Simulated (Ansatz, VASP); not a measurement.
**One calculation of Hf3ZrS8, two programs**

Contents of INCAR:

```
PREC = Accurate
ENCUT = 520
EDIFF = 1E-6
ISMEAR = 0
SIGMA = 0.1
LREAL = F
LASPH = T
NELM = 60
ALGO = Normal
ISIF = 2
LWAVE = F
LCHARG = F
GGA = PE
NBANDS = 57
```

Contents of KPOINTS:

```
regular mesh
0
Gamma
  2 2 2
```

The input POSCAR:

```
Hf3ZrS8
1.0
   -6.3384389461      0.0000000000     -0.0001915409
    0.0011912136      0.0000000000     -6.8123926347
    0.0000000000     -7.3217999875      0.0000000000
Zr Hf S
1 3 8
Direct
    0.5000000000      1.0000000000      0.0000000000
    1.0000000000      1.0000000000      0.2503376405
    0.5000000000      1.0000000000      0.5000000000
    1.0000000000      1.0000000000      0.7496623595
    0.3322010755      0.7875288950      0.2517375787
    0.8329975519      0.7879642756      0.5000000000
    0.3322010755      0.7875288950      0.7482624213
    0.8359114370      0.7875559322      0.0000000000
    0.1640885630      0.2124440678      0.0000000000
    0.6677989245      0.2124711050      0.2517375787
    0.1670024481      0.2120357244      0.5000000000
    0.6677989245      0.2124711050      0.7482624213
```

Input for Ansatz:

```yaml
crystal:
  lattice:
    - [-6.3384389461, 0.0, -0.0001915409]
    - [0.0011912136, 0.0, -6.8123926347]
    - [0.0, -7.3217999875, 0.0]
  atoms:
    - { symbol: Zr, position: [0.5, 1.0, 0.0] }
    - { symbol: Hf, position: [1.0, 1.0, 0.2503376405] }
    - { symbol: Hf, position: [0.5, 1.0, 0.5] }
    - { symbol: Hf, position: [1.0, 1.0, 0.7496623595] }
    - { symbol: S, position: [0.3322010755, 0.787528895, 0.2517375787] }
    - { symbol: S, position: [0.8329975519, 0.7879642756, 0.5] }
    - { symbol: S, position: [0.3322010755, 0.787528895, 0.7482624213] }
    - { symbol: S, position: [0.835911437, 0.7875559322, 0.0] }
    - { symbol: S, position: [0.164088563, 0.2124440678, 0.0] }
    - { symbol: S, position: [0.6677989245, 0.212471105, 0.2517375787] }
    - { symbol: S, position: [0.1670024481, 0.2120357244, 0.5] }
    - { symbol: S, position: [0.6677989245, 0.212471105, 0.7482624213] }
basis:
  ecutwfc: 420
kpoints:
  mp_grid: { grid: [2, 2, 2] }
hamiltonian:
  xc: pbe
scf:
  occupations: { method: gaussian, width: 0.1 }
  lower_state_search: "off"
output:
  forces: true
  stress: true
  eigenvalues: true
```

Alike in both runs: task single point; functional PBE; k mesh 2 × 2 × 2; occupations gaussian, width 0.1 eV; no spin polarisation.

|  | VASP | Ansatz |
| --- | --- | --- |
| version | VASP 6.6.1 | Ansatz 0.2.0 |
| potentials or method | VASP PAW PBE potentials, release 64 (Zr_sv, Hf_pv, S), cutoff 520 eV | scalar-relativistic, plane waves, PAW |
| valence electrons in the cell | 90 | 138 |

VASP gave:

```
gap on the k mesh at the Fermi level (eV)                     : 1.18
least direct gap on the mesh (eV)                             : 1.21
pressure (GPa)                                                : -0.2
traceless stress, the component that is largest in VASP (GPa) : 0.39
rms of the force components (eV/Å)                            : 0.027
```

Task: Which values does Ansatz return?

Result: gap on the k mesh at the Fermi level (eV): 1.17; least direct gap on the mesh (eV): 1.20; pressure (GPa): 0.2; traceless stress, the component that is largest in VASP (GPa): 0.43; rms of the force components (eV/Å): 0.005.

Atom by atom the forces differ by 0.028 eV/Å (rms over components). The functional is the same, so the differences come from potentials, cutoffs and numerics. VASP's potentials hold 90 valence electrons a cell and Ansatz's 138, so a difference there can come from the potentials and not from the codes.

The k mesh is coarse, so the values compare programs but aren't converged. Spin-orbit coupling is off throughout.
